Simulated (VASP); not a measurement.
# AgCl (Chlorargyrite) (Fm-3m) in VASP: a series of runs

AgCl (Chlorargyrite) is run at these levels: PBEsol; tasks: single point, relaxation of cell and atoms.

All numbers are computed with VASP 6.6.1; they aren't measurements. Logs are shortened: lines on timing, memory, paths and dates and some standing lists are left out, and cuts for length are marked.

### Step 1. The cell of the first run

It takes space group Fm-3m (No. 225, cubic). The conventional cell has a = 5.448 Å, b = 5.448 Å, c = 5.448 Å, α = 90.00°, β = 90.00°, γ = 90.00°. Ag (site symmetry m-3m) has 6 Cl at 2.72 Å within 3.6 Å. Within 3.6 Å of Cl (site symmetry m-3m) lie 6 Ag at 2.72 Å.

### Step 2. Single point, PBEsol

The input, INCAR:

```
SYSTEM = AgCl
PREC     = Accurate       ! precision mode
ENCUT    = 520            ! plane-wave cutoff, eV
EDIFF    = 1E-6           ! SCF threshold, eV
ISMEAR   = -1             ! smearing method
SIGMA    = 0.1            ! smearing width, eV
LREAL    = .FALSE.        ! projectors in reciprocal space
LASPH    = .TRUE.         ! aspherical terms in the spheres
NELM     = 100            ! most SCF steps
ALGO     = Normal         ! electronic algorithm
ISIF     = 2              ! what is computed and relaxed
LWAVE    = .FALSE.        ! write WAVECAR
LCHARG   = .FALSE.        ! write CHGCAR
GGA      = PS             ! functional
NBANDS   = 16             ! bands
```

The input, KPOINTS:

```
Automatic mesh
0
G
  16 16 16
  0 0 0
```

The input, POSCAR:

```
AgCl
1.0
    0.0000000000      2.7237519363      2.7237519363
    2.7237519363      0.0000000000      2.7237519363
    2.7237519363      2.7237519363      0.0000000000
Ag Cl
1 1
Direct
    0.0000000000      0.0000000000      0.0000000000
    0.5000000000      0.5000000000      0.5000000000
```

Potentials or basis: VASP PAW PBE potentials, release 64 (Ag, Cl).

Launch:

```
$ cat potpaw_PBE.64/Ag/POTCAR potpaw_PBE.64/Cl/POTCAR > POTCAR
$ mpirun -np 1 vasp_std > vasp.out
```

OUTCAR:

```text
SYSTEM = AgCl
   PREC = Accurate
   ENCUT = 520
   EDIFF = 1E-6
   ISMEAR = -1
   LREAL = .FALSE.
   LASPH = .TRUE.
   NELM = 100
   ISIF = 2
   GGA = PS

 ion  position               nearest neighbor table
   1  0.000  0.000  0.000-   2 2.72   2 2.72   2 2.72   2 2.72   2 2.72   2 2.72
   2  0.500  0.500  0.500-   1 2.72   1 2.72   1 2.72   1 2.72   1 2.72   1 2.72

  LATTYP: Found a face centered cubic cell.
 ALAT       =     5.4475038726

  Lattice vectors:

 A1 = (   0.0000000000,   2.7237519363,   2.7237519363)
 A2 = (   2.7237519363,   0.0000000000,   2.7237519363)
 A3 = (   2.7237519363,   2.7237519363,   0.0000000000)

Analysis of symmetry for initial positions (statically):
=====================================================================
 Subroutine PRICEL returns:
 Original cell was already a primitive cell.

 Routine SETGRP: Setting up the symmetry group for a
 face centered cubic supercell.

 Subroutine GETGRP returns: Found 48 space group operations
 (whereof 48 operations were pure point group operations)
 out of a pool of 48 trial point group operations.

The static configuration has the point symmetry O_h .

Analysis of symmetry for dynamics (positions and initial velocities):
=====================================================================
 Subroutine PRICEL returns:
 Original cell was already a primitive cell.

 Routine SETGRP: Setting up the symmetry group for a
 face centered cubic supercell.

 Subroutine GETGRP returns: Found 48 space group operations
 (whereof 48 operations were pure point group operations)
 out of a pool of 48 trial point group operations.

The dynamic configuration has the point symmetry O_h .

 Subroutine INISYM returns: Found 48 space group operations
 (whereof 48 operations are pure point group operations),
 and found     1 'primitive' translations

----------------------------------------------------------------------------------------

                                     Primitive cell

  volume of cell :      40.4141

  direct lattice vectors                    reciprocal lattice vectors
     0.000000000  2.723751936  2.723751936    -0.183570315  0.183570315  0.183570315
     2.723751936  0.000000000  2.723751936     0.183570315 -0.183570315  0.183570315
     2.723751936  2.723751936  0.000000000     0.183570315  0.183570315 -0.183570315

  length of vectors
     3.851966929  3.851966929  3.851966929     0.317953112  0.317953112  0.317953112

  position of ions in fractional coordinates (direct lattice)
     0.000000000  0.000000000  0.000000000
     0.500000000  0.500000000  0.500000000

  ion indices of the primitive-cell ions
   primitive index   ion index
                 1           1
                 2           2

----------------------------------------------------------------------------------------

 KPOINTS: Automatic mesh

Automatic generation of k-mesh.
 Grid dimensions read from file:
 generate k-points for:   16   16   16

 Generating k-lattice:

  Cartesian coordinates                     Fractional coordinates (reciprocal lattice)
    -0.011473145  0.011473145  0.011473145     0.062500000  0.000000000  0.000000000
     0.011473145 -0.011473145  0.011473145     0.000000000  0.062500000  0.000000000
     0.011473145  0.011473145 -0.011473145     0.000000000  0.000000000  0.062500000

  Length of vectors
     0.019872069  0.019872069  0.019872069

  Shift w.r.t. Gamma in fractional coordinates (k-lattice)
     0.000000000  0.000000000  0.000000000

 Subroutine IBZKPT returns following result:
 ===========================================

 Found    145 irreducible k-points:

 Following reciprocal coordinates:
            Coordinates               Weight
  0.000000  0.000000  0.000000      1.000000
  0.062500  0.000000  0.000000      8.000000
  0.125000  0.000000  0.000000      8.000000
  0.187500  0.000000  0.000000      8.000000
  0.250000  0.000000  0.000000      8.000000
  0.312500  0.000000  0.000000      8.000000
[... 16 lines left out ...]
 -0.125000  0.062500  0.000000     24.000000
 -0.062500  0.062500  0.000000     12.000000
 [... further k-points ...]
   k-points           NKPTS =    145   k-points in BZ     NKDIM =    145   number of bands    NBANDS=     16
   number of dos      NEDOS =    301   number of ions     NIONS =      2
   total plane-waves  NPLWV =  27000
   dimension x,y,z NGX =    30 NGY =   30 NGZ =   30
   dimension x,y,z NGXF=    60 NGYF=   60 NGZF=   60
   ions per type =               1   1
   NGX,Y,Z   is equivalent  to a cutoff of  12.95, 12.95, 12.95 a.u.
   NGXF,Y,Z  is equivalent  to a cutoff of  25.90, 25.90, 25.90 a.u.
 SYSTEM =  AgCl
   PREC   = accura    normal or accurate (medium, high low for compatibility)
   ISTART =      0    job   : 0-new  1-cont  2-samecut
   ICHARG =      2    charge: 1-file 2-atom 10-const
   ISPIN  =      1    spin polarized calculation?
   LNONCOLLINEAR =      F non collinear calculations
   LSORBIT =      F    spin-orbit coupling
   LASPH  =      T    aspherical Exc in radial PAW
   ENCUT  =  520.0 eV  38.22 Ry    6.18 a.u.   7.16  7.16  7.16*2*pi/ulx,y,z
   NELM   =    100;   NELMIN=  2; NELMDL= -5     # of ELM steps
   EDIFF  = 0.1E-05   stopping-criterion for ELM
   LREAL  =      F    real-space projection
   EDIFFG = 0.1E-04   stopping-criterion for IOM
   NSW    =      0    number of steps for IOM
   IBRION =     -1    ionic relax: 0-MD 1-quasi-New 2-CG
   NFREE  =      0    steps in history (QN), initial steepest desc. (CG)
   ISIF   =      2    stress and relaxation
   ISYM   =      2    0-nonsym 1-usesym 2-fastsym
   POTIM  = 0.5000    time-step for ionic-motion
   TEBEG  =    0.0;   TEEND  =   0.0 temperature during run
   PSTRESS=    0.0 pullay stress
   NELECT =      18.0000    total number of electrons
   NUPDOWN=      -1.0000    fix difference up-down
   EMIN   =  10.00;   EMAX   =-10.00  energy-range for DOS
   EFERMI =   0.00;   METHOD = LEGACY
   ISMEAR =    -1;   SIGMA  =   0.10  broadening in eV -4-tet -1-fermi 0-gaus
   EFERMI_NEDOS =   21; number of points for ismear=-14 and -15
   IALGO  =     38    algorithm
   IMIX   =      4    mixing-type and parameters
     AMIX     =   0.40;   BMIX     =  1.00
     AMIX_MAG =   1.60;   BMIX_MAG =  1.00
  volume/ion in A,a.u.               =      20.21       136.36
  Fermi-wavevector in a.u.,A,eV,Ry     =   1.250225  2.362582 21.266751  1.563062
  Thomas-Fermi vector in A             =   2.384229
   LORBIT       =      0    0 simple, 1 ext, 2 COOP (PROOUT), +10 PAW based schemes
   GGA     = PS    functional components
   LHFCALC =     F    Hartree Fock is set to
   AEXX    =    0.0000 exact exchange contribution
   IVDW    =     0    specifies the selected vdW correction
   LEPSILON=     F    determine dielectric tensor
   LRPA    =     F    only Hartree local field effects (RPA)
 non-spin polarized calculation
  energy-cutoff  :      520.00
  volume of cell :       40.41
 maximum number of plane-waves:      1106
 NGX is ok and might be reduce to    30
   NGX = 15   NGY = 15   NGZ = 15

 number of electron      18.0000001 magnetization

 Free energy of the ion-electron system (eV)
  ---------------------------------------------------
  ext. energy  EPLUGINS =         0.00000000
  ---------------------------------------------------
  free energy    TOTEN  =        -6.06114771 eV

  energy without entropy =       -6.06080717  energy(sigma->0) =       -6.06097744

 E-fermi :   5.0150     XC(G=0): -10.4999

 val. band max:        4.4172145136   @ k =   0.5000   0.0000   0.0000
 cond. band min:       5.1395494559   @ k =   0.0000   0.0000   0.0000
 fundamental gap:      0.7223349422
 Fermi energy:         5.0150149393

 k-point     1 :       0.0000    0.0000    0.0000
  band No.  band energies     occupation
      1     -11.1014      2.00000
      2       1.7078      2.00000
      3       1.7078      2.00000
      4       1.7078      2.00000
      5       1.7508      2.00000
      6       1.7508      2.00000
[... 8 lines left out ...]
     15      17.8983      0.00000
     16      17.8983      0.00000

 k-point     2 :       0.0625    0.0000    0.0000
  band No.  band energies     occupation
      1     -11.0831      2.00000
      2       1.3856      2.00000
      3       1.3856      2.00000
      4       1.4355      2.00000
      5       1.7273      2.00000
      6       1.7273      2.00000
[... 8 lines left out ...]
     15      17.0707      0.00000
     16      17.0707      0.00000

 k-point     3 :       0.1250    0.0000    0.0000
  band No.  band energies     occupation
      1     -11.0302      2.00000
      2       0.9324      2.00000
      3       1.0078      2.00000
      4       1.0078      2.00000
      5       1.7710      2.00000
      6       1.7710      2.00000
[... 8 lines left out ...]
     15      16.4616      0.00000
     16      17.0440      0.00000

 k-point     4 :       0.1875    0.0000    0.0000
  band No.  band energies     occupation
      1     -10.9491      2.00000
      2       0.3586      2.00000
      3       0.6715      2.00000
      4       0.6715      2.00000
      5       1.8376      2.00000
      6       1.8376      2.00000
[... 8 lines left out ...]
     15      16.3870      0.00000
     16      17.0083      0.00000

 k-point     5 :       0.2500    0.0000    0.0000
  band No.  band energies     occupation
      1     -10.8500      2.00000
      2      -0.1969      2.00000
      3       0.3859      2.00000
      4       0.3859      2.00000
      5       1.9181      2.00000
      6       1.9181      2.00000
[... 8 lines left out ...]
     15      16.6321      0.00000
     16      16.9856      0.00000

 k-point     6 :       0.3125    0.0000    0.0000
  band No.  band energies     occupation
      1     -10.7469      2.00000
      2      -0.6795      2.00000
      3       0.1574      2.00000
      4       0.1574      2.00000
      5       2.0006      2.00000
      6       2.0006      2.00000
[... 8 lines left out ...]
     15      17.0288      0.00000
     16      17.0745      0.00000

 k-point     7 :       0.3750    0.0000    0.0000
  band No.  band energies     occupation
      1     -10.6561      2.00000
      2      -1.0519      2.00000
      3      -0.0092      2.00000
      4      -0.0092      2.00000
      5       2.0723      2.00000
      6       2.0723      2.00000
[... 8 lines left out ...]
     15      17.4886      0.00000
     16      17.4886      0.00000

 k-point     8 :       0.4375    0.0000    0.0000
  band No.  band energies     occupation
      1     -10.5935      2.00000
      2      -1.2871      2.00000
      3      -0.1105      2.00000
      4      -0.1105      2.00000
      5       2.1211      2.00000
      6       2.1211      2.00000
[... 8 lines left out ...]
     15      17.8970      0.00000
     16      17.8970      0.00000

 k-point     9 :       0.5000    0.0000    0.0000
  band No.  band energies     occupation
      1     -10.5711      2.00000
      2      -1.3676      2.00000
      3      -0.1444      2.00000
      4      -0.1444      2.00000
      5       2.1384      2.00000
      6       2.1384      2.00000
[... 8 lines left out ...]
     15      18.0723      0.00000
     16      18.0723      0.00000
[... 172 lines left out ...]
 k-point    19 :      -0.3750    0.0625    0.0000
  band No.  band energies     occupation
      1     -10.6267      2.00000
      2      -1.1219      2.00000
      3      -0.0800      2.00000
      4      -0.0007      2.00000
      5       2.0703      2.00000
      6       2.1049      2.00000
[... 8 lines left out ...]
     15      17.5733      0.00000
     16      18.1818      0.00000

 k-point    20 :      -0.3125    0.0625    0.0000
  band No.  band energies     occupation
      1     -10.7075      2.00000
      2      -0.8171      2.00000
      3       0.0377      2.00000
      4       0.1783      2.00000
      5       1.9977      2.00000
      6       2.0485      2.00000
[... 8 lines left out ...]
     15      17.3831      0.00000
     16      17.8008      0.00000

 k-point    21 :      -0.2500    0.0625    0.0000
  band No.  band energies     occupation
      1     -10.8056      2.00000
      2      -0.4079      2.00000
      3       0.2167      2.00000
      4       0.4278      2.00000
      5       1.9157      2.00000
      6       1.9748      2.00000
[... 8 lines left out ...]
     15      17.3284      0.00000
     16      17.4242      0.00000

 k-point    22 :      -0.1875    0.0625    0.0000
  band No.  band energies     occupation
      1     -10.9052      2.00000
      2       0.0665      2.00000
      3       0.4520      2.00000
      4       0.7428      2.00000
      5       1.8369      2.00000
      6       1.8983      2.00000
[... 8 lines left out ...]
     15      17.1128      0.00000
     16      17.4252      0.00000

 k-point    23 :      -0.1250    0.0625    0.0000
  band No.  band energies     occupation
      1     -10.9916      2.00000
      2       0.5595      2.00000
      3       0.7364      2.00000
      4       1.0972      2.00000
      5       1.7730      2.00000
      6       1.8311      2.00000
[... 8 lines left out ...]
     15      17.0064      0.00000
     16      17.4763      0.00000

 k-point    24 :      -0.0625    0.0625    0.0000
  band No.  band energies     occupation
      1     -11.0534      2.00000
      2       1.0295      2.00000
      3       1.0580      2.00000
      4       1.3897      2.00000
      5       1.7331      2.00000
      6       1.7775      2.00000
[... 8 lines left out ...]
     15      17.1180      0.00000
     16      17.2082      0.00000

 [... further k-points ...]
[... 5 lines left out ...]
  --------------------------------------------------------------------------------------
  -------------------------------------------------------------------------------------
  Total       -0.0258827     -0.0258827     -0.0258827      0.0000000      0.0000000      0.0000000
  in kB       -1.0260960     -1.0260960     -1.0260960      0.0000000      0.0000000      0.0000000
  external PRESSURE =      -1.0260960 kB  Pullay stress =       0.0000000 kB

 VOLUME and BASIS-vectors are now :
 -----------------------------------------------------------------------------
  energy-cutoff  :      520.00
  volume of cell :       40.41
      direct lattice vectors                 reciprocal lattice vectors
     0.000000000  2.723751936  2.723751936    -0.183570315  0.183570315  0.183570315
     2.723751936  0.000000000  2.723751936     0.183570315 -0.183570315  0.183570315
     2.723751936  2.723751936  0.000000000     0.183570315  0.183570315 -0.183570315

 POSITION                                       TOTAL-FORCE (eV/Angst)
 -----------------------------------------------------------------------------------
      0.00000      0.00000      0.00000        -0.000000     -0.000000     -0.000000
      2.72375      2.72375      2.72375         0.000000      0.000000      0.000000
 -----------------------------------------------------------------------------------
    total drift:                               -0.000000      0.000000      0.000000

  FREE ENERGIE OF THE ION-ELECTRON SYSTEM (eV)
  ---------------------------------------------------
  free  energy   TOTEN  =        -6.0611477093 eV

  energy  without entropy=       -6.0608071658  energy(sigma->0) =       -6.06097744
```

Wall time 42 s (1 thread of AMD EPYC 9R45 (Zen 5), shared host); peak memory 0.21 GiB.

Results:

- Free energy: -6.0611 eV
- Pressure: -0.1 GPa
- Band gap on the k mesh: 0.72 eV, indirect (least direct gap 3.03 eV)

Levels at points of the mesh, in eV from the valence-band top:
```csv
k point,band 5,band 6,band 7,band 8,band 9,band 10,band 11,band 12,band 13,band 14
"(0.00, 0.00, 0.00)",-2.67,-2.67,-2.56,-2.56,-2.56,0.72,10.73,10.73,10.73,12.00
"(0.50, 0.00, 0.00)",-2.28,-2.28,-1.94,0.00,0.00,3.88,6.74,7.42,7.42,13.52
"(0.50, 0.50, 0.00)",-3.10,-2.45,-2.14,-2.14,-2.02,2.14,7.78,8.64,11.63,11.63
```

Caveat: the PAW data sets were made with another functional, which shifts forces and pressure a little.

(Part 1 of 2 ends here.)
